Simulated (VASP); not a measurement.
# SnSe (Fm-3m) in VASP: settings compared

SnSe is run at these levels: r2SCAN, PBE; tasks: single point.

Everything below comes from runs of VASP 6.6.1. Logs are shortened: lines on timing, memory, paths and dates and some standing lists are left out, and cuts for length are marked.

### Step 1. The cell of the first run

It takes space group Fm-3m (No. 225, cubic). Conventional cell: a = 5.970 Å, b = 5.970 Å, c = 5.970 Å, α = 90.00°, β = 90.00°, γ = 90.00°. Sn (site symmetry m-3m) has 6 Se at 2.98 Å within 3.9 Å. Se (site symmetry m-3m) has 6 Sn at 2.98 Å within 3.9 Å.

### Step 2. Single point, r2SCAN

Input file POSCAR:

```
SnSe
1.0
    0.0000000000      2.9848894956      2.9848894956
    2.9848894956      0.0000000000      2.9848894956
    2.9848894956      2.9848894956      0.0000000000
Sn Se
1 1
Direct
    0.0000000000      0.0000000000      0.0000000000
    0.5000000000      0.5000000000      0.5000000000
```

Input file INCAR.step1:

```
  PREC = Accurate
  ENCUT = 550
  ISMEAR = 0
  SIGMA = 0.01
  LREAL = F
  LASPH = T
  NELM = 120
  NBANDS = 17
  GGA = PE
  ALGO = Normal
  EDIFF = 1E-5
  LWAVE = T
  LCHARG = F
  GGA_COMPAT = F
```

Input file INCAR.step2:

```
  PREC = Accurate
  ENCUT = 550
  EDIFF = 1E-6
  ISMEAR = 0
  SIGMA = 0.01
  LREAL = F
  LASPH = T
  NELM = 120
  ALGO = Normal
  ISIF = 2
  LWAVE = F
  LCHARG = F
  METAGGA = R2SCAN
  LMIXTAU = T
  NBANDS = 17
  ISTART = 1
  GGA_COMPAT = F
```

Input file KPOINTS:

```
Automatic mesh
0
Gamma
  4 4 4
```

Potentials or basis: VASP PAW PBE potentials, release 64 (Sn_d, Se).

Command:

```bash
$ cat potpaw_PBE.64/Sn_d/POTCAR potpaw_PBE.64/Se/POTCAR > POTCAR
$ cp INCAR.step1 INCAR
$ mpirun -np 1 vasp_std > vasp.out
$ cp INCAR.step2 INCAR
$ mpirun -np 1 vasp_std > vasp.out
```

OUTCAR:

```text
PREC = Accurate
   ENCUT = 550
   EDIFF = 1E-6
   ISMEAR = 0
   LREAL = F
   LASPH = T
   NELM = 120
   ISIF = 2
   METAGGA = R2SCAN
   ISTART = 1

 ion  position               nearest neighbor table
   1  0.000  0.000  0.000-   2 2.98   2 2.98   2 2.98   2 2.98   2 2.98   2 2.98
   2  0.500  0.500  0.500-   1 2.98   1 2.98   1 2.98   1 2.98   1 2.98   1 2.98

  LATTYP: Found a face centered cubic cell.
 ALAT       =     5.9697789912

  Lattice vectors:

 A1 = (   0.0000000000,   2.9848894956,   2.9848894956)
 A2 = (   2.9848894956,   0.0000000000,   2.9848894956)
 A3 = (   2.9848894956,   2.9848894956,   0.0000000000)

Analysis of symmetry for initial positions (statically):
=====================================================================
 Subroutine PRICEL returns:
 Original cell was already a primitive cell.

 Routine SETGRP: Setting up the symmetry group for a
 face centered cubic supercell.

 Subroutine GETGRP returns: Found 48 space group operations
 (whereof 48 operations were pure point group operations)
 out of a pool of 48 trial point group operations.

The static configuration has the point symmetry O_h .

Analysis of symmetry for dynamics (positions and initial velocities):
=====================================================================
 Subroutine PRICEL returns:
 Original cell was already a primitive cell.

 Routine SETGRP: Setting up the symmetry group for a
 face centered cubic supercell.

 Subroutine GETGRP returns: Found 48 space group operations
 (whereof 48 operations were pure point group operations)
 out of a pool of 48 trial point group operations.

The dynamic configuration has the point symmetry O_h .

 Subroutine INISYM returns: Found 48 space group operations
 (whereof 48 operations are pure point group operations),
 and found     1 'primitive' translations

----------------------------------------------------------------------------------------

                                     Primitive cell

  volume of cell :      53.1881

  direct lattice vectors                    reciprocal lattice vectors
     0.000000000  2.984889496  2.984889496    -0.167510389  0.167510389  0.167510389
     2.984889496  0.000000000  2.984889496     0.167510389 -0.167510389  0.167510389
[... 62 lines left out ...]
   ISPIN  =      1    spin polarized calculation?
   LNONCOLLINEAR =      F non collinear calculations
   LSORBIT =      F    spin-orbit coupling
   LASPH  =      T    aspherical Exc in radial PAW
   ENCUT  =  550.0 eV  40.42 Ry    6.36 a.u.   8.07  8.07  8.07*2*pi/ulx,y,z
   NELM   =    120;   NELMIN=  2; NELMDL=  0     # of ELM steps
   EDIFF  = 0.1E-05   stopping-criterion for ELM
   LREAL  =      F    real-space projection
   EDIFFG = 0.1E-04   stopping-criterion for IOM
   NSW    =      0    number of steps for IOM
   IBRION =     -1    ionic relax: 0-MD 1-quasi-New 2-CG
   NFREE  =      0    steps in history (QN), initial steepest desc. (CG)
   ISIF   =      2    stress and relaxation
   ISYM   =      2    0-nonsym 1-usesym 2-fastsym
   POTIM  = 0.5000    time-step for ionic-motion
   TEBEG  =    0.0;   TEEND  =   0.0 temperature during run
   PSTRESS=    0.0 pullay stress
   NELECT =      20.0000    total number of electrons
   NUPDOWN=      -1.0000    fix difference up-down
   EMIN   =  10.00;   EMAX   =-10.00  energy-range for DOS
   EFERMI =   0.00;   METHOD = LEGACY
   ISMEAR =     0;   SIGMA  =   0.01  broadening in eV -4-tet -1-fermi 0-gaus
   EFERMI_NEDOS =   21; number of points for ismear=-14 and -15
   IALGO  =     38    algorithm
   IMIX   =      4    mixing-type and parameters
     AMIX     =   0.40;   BMIX     =  1.00
     AMIX_MAG =   1.60;   BMIX_MAG =  1.00
  volume/ion in A,a.u.               =      26.59       179.47
  Fermi-wavevector in a.u.,A,eV,Ry     =   1.181626  2.232949 18.996987  1.396239
  Thomas-Fermi vector in A             =   2.317895
   LORBIT       =      0    0 simple, 1 ext, 2 COOP (PROOUT), +10 PAW based schemes
   METAGGA = R2SCAN    functional components
   LHFCALC =     F    Hartree Fock is set to
   AEXX    =    0.0000 exact exchange contribution
   IVDW    =     0    specifies the selected vdW correction
   LEPSILON=     F    determine dielectric tensor
   LRPA    =     F    only Hartree local field effects (RPA)
 non-spin polarized calculation
 Gauss-broadening in eV      SIGMA  =   0.01
  energy-cutoff  :      550.00
  volume of cell :       53.19
 maximum number of plane-waves:      1588
   NGX = 17   NGY = 17   NGZ = 17

 number of electron      20.0000008 magnetization

 Free energy of the ion-electron system (eV)
  ---------------------------------------------------
  ext. energy  EPLUGINS =         0.00000000
  ---------------------------------------------------
  free energy    TOTEN  =       -39.91376087 eV

  energy without entropy =      -39.91376087  energy(sigma->0) =      -39.91376087

 E-fermi :   5.9939     XC(G=0): -10.3434

 val. band max:        5.9488776667   @ k =   0.5000   0.0000   0.0000
 cond. band min:       6.5174993000   @ k =   0.5000   0.0000   0.0000
 fundamental gap:      0.5686216333
 Fermi energy:         5.9938745459

 k-point     1 :       0.0000    0.0000    0.0000
  band No.  band energies     occupation
      1     -16.5986      2.00000
      2     -16.5986      2.00000
      3     -16.5933      2.00000
      4     -16.5933      2.00000
      5     -16.5933      2.00000
      6      -8.9764      2.00000
[... 137 lines left out ...]
      4     -16.5873      2.00000
      5     -16.5733      2.00000
      6      -7.6038      2.00000
[... 9 lines left out ...]
     16      17.7387      0.00000
     17      19.1192      0.00000

------------------------ aborting loop because EDIFF is reached ----------------------------------------

  FORCE on cell =-STRESS in cart. coord.  units (eV):
  Direction    XX          YY          ZZ          XY          YZ          ZX
  --------------------------------------------------------------------------------------
  -------------------------------------------------------------------------------------
  Total       -0.0521130     -0.0521130     -0.0521130      0.0000000      0.0000000     -0.0000000
  in kB       -1.5697914     -1.5697914     -1.5697914      0.0000000      0.0000000     -0.0000000
  external PRESSURE =      -1.5697914 kB  Pullay stress =       0.0000000 kB

 VOLUME and BASIS-vectors are now :
 -----------------------------------------------------------------------------
  energy-cutoff  :      550.00
  volume of cell :       53.19
      direct lattice vectors                 reciprocal lattice vectors
     0.000000000  2.984889496  2.984889496    -0.167510389  0.167510389  0.167510389
     2.984889496  0.000000000  2.984889496     0.167510389 -0.167510389  0.167510389
     2.984889496  2.984889496  0.000000000     0.167510389  0.167510389 -0.167510389

 POSITION                                       TOTAL-FORCE (eV/Angst)
 -----------------------------------------------------------------------------------
      0.00000      0.00000      0.00000         0.000000      0.000000     -0.000000
      2.98489      2.98489      2.98489        -0.000000      0.000000      0.000000
 -----------------------------------------------------------------------------------
    total drift:                                0.000000     -0.000000     -0.000000

  FREE ENERGIE OF THE ION-ELECTRON SYSTEM (eV)
  ---------------------------------------------------
  free  energy   TOTEN  =       -39.9137608736 eV

  energy  without entropy=      -39.9137608736  energy(sigma->0) =      -39.91376087
```

OUTCAR.step1:

```text
PREC = Accurate
   ENCUT = 550
   ISMEAR = 0
   LREAL = F
   LASPH = T
[... 361 lines left out ...]
 -----------------------------------------------------------------------------------
      0.00000      0.00000      0.00000         0.000000      0.000000      0.000000
      2.98489      2.98489      2.98489        -0.000000     -0.000000     -0.000000
 -----------------------------------------------------------------------------------
    total drift:                                0.000000     -0.000000     -0.000000

  FREE ENERGIE OF THE ION-ELECTRON SYSTEM (eV)
  ---------------------------------------------------
  free  energy   TOTEN  =        -8.2638410588 eV

  energy  without entropy=       -8.2638410588  energy(sigma->0) =       -8.26384106
```

Wall time 75 s (1 thread of Intel Xeon 8259CL, shared host); peak memory 0.19 GiB.

Results:

```
Free energy            : -39.9138 eV
Pressure               : -0.2 GPa
Band gap on the k mesh : 0.57 eV
```

Levels at points of the mesh, in eV from the valence-band top:
| k point | band 8 | band 9 | band 10 | band 11 | band 12 | band 13 |
| --- | --- | --- | --- | --- | --- | --- |
| (0.00, 0.00, 0.00) | -2.73 | -2.73 | -2.73 | 4.48 | 4.48 | 4.48 |
| (0.50, 0.00, 0.00) | -2.45 | -2.45 | 0.00 | 0.57 | 1.14 | 1.14 |
| (0.50, 0.50, 0.00) | -6.13 | -4.23 | -4.23 | 3.06 | 5.62 | 5.62 |

Caveat: the k points lie up to 0.46 Å⁻¹ apart; semilocal functionals underestimate gaps, and a narrow one can read as zero; the PAW data sets were made with another functional, which shifts forces and pressure a little; spin-orbit coupling is left out, which moves the levels of the heavy elements. A k mesh can miss the band edges.

### Step 3. Single point, r2SCAN

POSCAR is that of step 2.

Input file INCAR.step1:

```
SYSTEM = SnSe
PREC     = Accurate       ! precision mode
ENCUT    = 550            ! plane-wave cutoff, eV
ISMEAR   = 0              ! smearing method
SIGMA    = 0.01           ! smearing width, eV
LREAL    = .FALSE.        ! projectors in reciprocal space
LASPH    = .TRUE.         ! aspherical terms in the spheres
NELM     = 120            ! most SCF steps
NBANDS   = 17             ! bands
GGA      = PE             ! functional
ALGO     = Normal         ! electronic algorithm
EDIFF    = 1E-5           ! SCF threshold, eV
LWAVE    = .TRUE.         ! write WAVECAR
LCHARG   = .FALSE.        ! write CHGCAR
GGA_COMPAT= .FALSE.
```

Input file INCAR.step2:

```
SYSTEM = SnSe
PREC     = Accurate       ! precision mode
ENCUT    = 550            ! plane-wave cutoff, eV
EDIFF    = 1E-6           ! SCF threshold, eV
ISMEAR   = 0              ! smearing method
SIGMA    = 0.01           ! smearing width, eV
LREAL    = .FALSE.        ! projectors in reciprocal space
LASPH    = .TRUE.         ! aspherical terms in the spheres
NELM     = 120            ! most SCF steps
ALGO     = Normal         ! electronic algorithm
ISIF     = 2              ! what is computed and relaxed
LWAVE    = .FALSE.        ! write WAVECAR
LCHARG   = .FALSE.        ! write CHGCAR
METAGGA  = R2SCAN         ! meta-GGA
LMIXTAU  = .TRUE.       
NBANDS   = 17             ! bands
ISTART   = 1            
GGA_COMPAT= .FALSE.
```

Input file KPOINTS:

```
Automatic mesh
0
G
  6 6 6
  0 0 0
```

Potentials or basis: VASP PAW PBE potentials, release 64 (Sn_d, Se).

Command:

```bash
$ cat potpaw_PBE.64/Sn_d/POTCAR potpaw_PBE.64/Se/POTCAR > POTCAR
$ cp INCAR.step1 INCAR
$ mpirun -np 1 vasp_std > vasp.out
$ cp INCAR.step2 INCAR
$ mpirun -np 1 vasp_std > vasp.out
```

It took 1.7 min on 1 thread of Intel Xeon 8259CL, shared host; peak memory 0.19 GiB.

The run converged. Its results:

| Quantity | Value |
| --- | --- |
| Free energy | -39.8891 eV |
| Pressure | 0.9 GPa |
| Band gap on the k mesh | 0.57 eV |

Levels at points of the mesh, in eV from the valence-band top:
| k point | band 7 | band 8 | band 9 | band 10 | band 11 | band 12 | band 13 | band 14 |
| --- | --- | --- | --- | --- | --- | --- | --- | --- |
| (0.00, 0.00, 0.00) | -5.15 | -2.71 | -2.71 | -2.71 | 4.47 | 4.47 | 4.47 | 6.02 |
| (0.50, 0.00, 0.00) | -8.70 | -2.44 | -2.44 | 0.00 | 0.57 | 1.13 | 1.13 | 8.66 |
| (0.50, 0.50, 0.00) | -6.34 | -6.12 | -4.22 | -4.22 | 3.04 | 5.62 | 5.62 | 6.34 |

Caveat: semilocal functionals underestimate gaps, and a narrow one can read as zero; the PAW data sets were made with another functional, which shifts forces and pressure a little; spin-orbit coupling is left out, which moves the levels of the heavy elements.

### Step 4. Single point, PBE, non-collinear spin, zero start, spin-orbit coupling

Input file INCAR:

```
SYSTEM = SnSe
PREC     = Accurate       ! precision mode
ENCUT    = 500            ! plane-wave cutoff, eV
EDIFF    = 1E-6           ! SCF threshold, eV
ISMEAR   = -1             ! smearing method
SIGMA    = 0.02           ! smearing width, eV
LREAL    = .FALSE.        ! projectors in reciprocal space
LASPH    = .TRUE.         ! aspherical terms in the spheres
NELM     = 200            ! most SCF steps
ALGO     = Normal         ! electronic algorithm
ISIF     = 2              ! what is computed and relaxed
LWAVE    = .FALSE.        ! write WAVECAR
LCHARG   = .FALSE.        ! write CHGCAR
MAGMOM   = 0 0 0 0 0 0    ! initial moments
LORBIT   = 11             ! projections on sites
LSORBIT  = .TRUE.         ! spin-orbit coupling
GGA_COMPAT= .FALSE.      
LORBMOM  = .TRUE.       
GGA      = PE             ! functional
NBANDS   = 32             ! bands
```

Input file KPOINTS:

```
regular mesh
0
G
  4 4 4
  0 0 0
```

POSCAR is that of step 3.

Command:

```bash
$ cat potpaw_PBE.64/Sn_d/POTCAR potpaw_PBE.64/Se/POTCAR > POTCAR
$ mpirun -np 1 vasp_ncl > vasp.out
```

It took 71 s on 1 thread of Intel Xeon 8259CL, shared host; peak memory 0.3 GiB.

Results (log left out):

```
Free energy                                           : -8.3303 eV
Pressure                                              : 0.9 GPa
Net moment                                            : 0.00 μB per cell
Valence electrons inside the program's atomic spheres : Sn 12.06; Se 3.79
```

Moments on the atoms (μB; x, y, z):
```
Sn  0.00 0.00 0.00
Se  0.00 0.00 0.00
```

Caveat: the k points lie up to 0.46 Å⁻¹ apart.

### Step 5. The runs side by side

| level | spin | k mesh | cutoff (eV) | smearing | gap on the mesh (eV) | pressure (GPa) |
| --- | --- | --- | --- | --- | --- | --- |
| r2SCAN | off | 4 × 4 × 4 | 550 | gaussian 0.01 eV | 0.57 | -0.2 |
| r2SCAN | off | 6 × 6 × 6 | 550 | gaussian 0.01 eV | 0.57 | 0.9 |
| PBE | non-collinear, zero start, SOC | 4 × 4 × 4 | 500 | fermi-dirac 0.02 eV | - | 0.9 |

Alike in all rows: task single point; potentials or basis VASP PAW PBE potentials, release 64 (Sn_d, Se); cell as given.

Caveats: some runs use coarse meshes; semilocal functionals underestimate gaps, and a narrow one can read as zero (at least some runs); the PAW data sets were made with another functional, which shifts forces and pressure a little (at least some runs); spin-orbit coupling is left out, which moves the levels of the heavy elements (at least some runs).

Absolute energies hang on the potentials; compare differences alone.
